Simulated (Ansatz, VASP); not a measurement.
**Two plane-wave programs on NaCl**

File POSCAR:

```
NaCl
1.0
    0.1359565671      2.8265474394      2.8265474394
    2.8265474394      0.1359565671      2.8265474394
    2.8265474394      2.8265474394      0.1359565671
Na Cl
1 1
Direct
    0.0000000000      0.0000000000      0.0000000000
    0.5000000000      0.5000000000      0.5000000000
```

INCAR.step1

```
PREC = Accurate ; ENCUT = 520
ISMEAR = 0 ; SIGMA = 0.01
LREAL = False ; LASPH = True
NELM = 60 ; NBANDS = 14
GGA = PE ; ALGO = Normal
EDIFF = 1E-4 ; LWAVE = True
LCHARG = False
```

The input INCAR.step2:

```
PREC = Accurate ; ENCUT = 520
EDIFF = 1E-6 ; ISMEAR = 0
SIGMA = 0.01 ; LREAL = False
LASPH = True ; NELM = 60
ALGO = Normal ; ISIF = 2
LWAVE = False ; LCHARG = True
METAGGA = R2SCAN ; LMIXTAU = True
LELF = True ; LVHAR = True
NBANDS = 14 ; ISTART = 1
```

The input KPOINTS:

```
Automatic mesh
0
Gamma
  8 8 8
```

Input for Ansatz:

```yaml
crystal:
  lattice:
    - [0.1359565671, 2.8265474394, 2.8265474394]
    - [2.8265474394, 0.1359565671, 2.8265474394]
    - [2.8265474394, 2.8265474394, 0.1359565671]
  atoms:
    - { symbol: Na, position: [0.0, 0.0, 0.0] }
    - { symbol: Cl, position: [0.5, 0.5, 0.5] }
kpoints:
  mp_grid: { grid: [8, 8, 8] }
  band_path:
    path:
      - [0.0, 0.0, 0.0]
      - [0.5, 0.0, 0.5]
      - [0.625, 0.25, 0.625]
      - [0.375, 0.375, 0.75]
      - [0.5, 0.5, 0.5]
      - [0.5, 0.25, 0.75]
    npoints: 1
hamiltonian:
  xc: r2scan
scf:
  occupations: { method: fixed }
  n_extra_bands: 4
output:
  forces: true
  stress: true
  eigenvalues: true
  write_density: true
  write_potential: true
  elf: true
  volumetric_format: npy
```

Change from the starting cell: epitaxial_111 strain -4.0%.

Alike in both runs: task single point; functional r2SCAN; k mesh 8 × 8 × 8; no spin polarisation.

|  | VASP | Ansatz |
| --- | --- | --- |
| version | VASP 6.6.1 | Ansatz 0.2.0 |
| potentials or method | VASP PAW PBE potentials, release 64 (Na_pv, Cl) | plane waves, PAW |
| plane-wave cutoff (eV) | 520 | 500 |
| occupations | gaussian, width 0.01 eV | fixed |
| valence electrons in the cell | 14 | 16 |

VASP gave:

* gap on the k mesh at the Fermi level (eV): 6.06
* pressure (GPa): 1.3
* traceless stress, the component that is largest in VASP (GPa): -0.75

Question: Which values does Ansatz return?

Answer: gap on the k mesh at the Fermi level (eV): 6.03; pressure (GPa): 1.5; traceless stress, the component that is largest in VASP (GPa): -0.77.

VASP's potentials were made for PBE, not for r2SCAN. VASP's potentials hold 14 valence electrons a cell and Ansatz's 16, so a difference there can come from the potentials and not from the codes.
